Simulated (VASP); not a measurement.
Here is a VASP 6.6.1 calculation.

Contents of INCAR:

```
SYSTEM = AlN
PREC     = Accurate       ! precision mode
ENCUT    = 520            ! plane-wave cutoff, eV
EDIFF    = 1E-6           ! SCF threshold, eV
ISMEAR   = 0              ! smearing method
SIGMA    = 0.01           ! smearing width, eV
LREAL    = .FALSE.        ! projectors in reciprocal space
LASPH    = .TRUE.         ! aspherical terms in the spheres
NELM     = 60             ! most SCF steps
ALGO     = Normal         ! electronic algorithm
ISIF     = 2              ! what is computed and relaxed
LWAVE    = .FALSE.        ! write WAVECAR
LCHARG   = .FALSE.        ! write CHGCAR
GGA      = PE             ! functional
NBANDS   = 16             ! bands
```

Contents of KPOINTS:

```
Automatic mesh
0
G
  9 9 6
  0 0 0
```

Contents of POSCAR:

```
AlN
1.0
    3.1297670776      0.0000000000      0.0000000000
   -1.5648835388      2.7104577972      0.0000000000
    0.0000000000      0.0000000000      5.0173090473
Al N
2 2
Direct
    0.3333333333      0.6666666667     -0.0530770760
    0.6666666667      0.3333333333      0.4469229240
    0.3333333333      0.6666666667      0.4350770760
    0.6666666667      0.3333333333      0.9350770760
```

Potentials or basis: VASP PAW PBE potentials, release 64 (Al, N).

Command:

```bash
$ cat potpaw_PBE.64/Al/POTCAR potpaw_PBE.64/N/POTCAR > POTCAR
$ mpirun -np 1 vasp_std > vasp.out
```

Task: Estimate the pressure.

Result: 8.0 GPa.

Task: Estimate the largest force.

Result: 0.339 eV/Å.

Task: Estimate the band gap on the k mesh.

Result: 2.62 eV, direct.

Forces in eV/Å, atoms in the order of the input:
```
Al   0.000  0.000  0.339
Al   0.000  0.000  0.339
N    0.000  0.000 -0.339
N    0.000  0.000 -0.339
```

A hybrid or GW would open this gap; PBE tends to underestimate it.
